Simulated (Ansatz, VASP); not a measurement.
Two plane-wave programs on CoSi

```
Co Si
1.0
     4.51764    0.00000    0.00000
     0.00000    4.51764    0.00000
     0.00000    0.00000    4.51764
Co Si
4 4
Direct
  0.14503 0.14503 0.14503
  0.35497 0.85497 0.64503
  0.64503 0.35497 0.85497
  0.85497 0.64503 0.35497
  0.84319 0.84319 0.84319
  0.65681 0.15681 0.34319
  0.34319 0.65681 0.15681
  0.15681 0.34319 0.65681
```

Alike in both runs: task single point; functional PBE; k mesh 6 × 6 × 6; occupations fermi-dirac, width 0.02 eV; no spin polarisation.

|  | VASP | Ansatz |
| --- | --- | --- |
| version | VASP 6.6.1 | Ansatz 0.2.0 |
| potentials or method | VASP PAW PBE potentials, release 64 (Co, Si) | plane waves, PAW |
| plane-wave cutoff (eV) | 520 | 420 |
| valence electrons in the cell | 52 | 84 |

Ansatz gave:

* pressure (GPa): -11.5
* rms of the force components (eV/Å): 0.055

Problem. What did VASP give for the same quantities?

Solution. Pressure (GPa): -11.6; rms of the force components (eV/Å): 0.054.

Atom by atom the forces differ by 0.001 eV/Å (rms over components). The functional is the same, so the differences come from potentials, cutoffs and numerics. VASP's potentials hold 52 valence electrons a cell and Ansatz's 84, so a difference there can come from the potentials and not from the codes.
